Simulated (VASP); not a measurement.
A run of VASP 6.6.1 is set up as follows.

INCAR

```
SYSTEM = SnGe5
PREC     = Accurate       ! precision mode
ENCUT    = 520            ! plane-wave cutoff, eV
EDIFF    = 1E-6           ! SCF threshold, eV
ISMEAR   = 0              ! smearing method
SIGMA    = 0.1            ! smearing width, eV
LREAL    = .False.        ! projectors in reciprocal space
LASPH    = .True.         ! aspherical terms in the spheres
NELM     = 80             ! most SCF steps
ALGO     = Normal         ! electronic algorithm
ISIF     = 2              ! what is computed and relaxed
LWAVE    = .False.        ! write WAVECAR
LCHARG   = .False.        ! write CHGCAR
GGA      = PE             ! functional
NBANDS   = 51             ! bands
```

File KPOINTS:

```
regular mesh
0
Gamma
  6 6 14
  0 0 0
```

POSCAR

```
SnGe5
1.0
    7.8989635695      0.0000000000      0.0000000000
   -3.9494817847      6.8407031147      0.0000000000
    0.0000000000      0.0000000000      2.8462282658
Sn Ge
1 5
Direct
    0.0000000000      0.0000000000      0.0000000000
    0.6469097251      0.0000000000      0.0000000000
    0.0000000000      0.6469097251      0.0000000000
    0.3530902749      0.3530902749      0.0000000000
    0.3333333333      0.6666666667      0.0000000000
    0.6666666667      0.3333333333      0.0000000000
```

Potentials or basis: VASP PAW PBE potentials, release 64 (Sn_d, Ge_d).

Run with:

```console
$ cat potpaw_PBE.64/Sn_d/POTCAR potpaw_PBE.64/Ge_d/POTCAR > POTCAR
$ mpirun -np 1 vasp_std > vasp.out
```

**Question.** Estimate the band gap on the k mesh.

**Answer.** Zero (band 42 reaches 6.64 eV, above the bottom of band 43 at 2.86 eV).

**Question.** Estimate the pressure.

**Answer.** 0.0 GPa.

Caveat: spin-orbit coupling is left out, which moves the levels of the heavy elements.
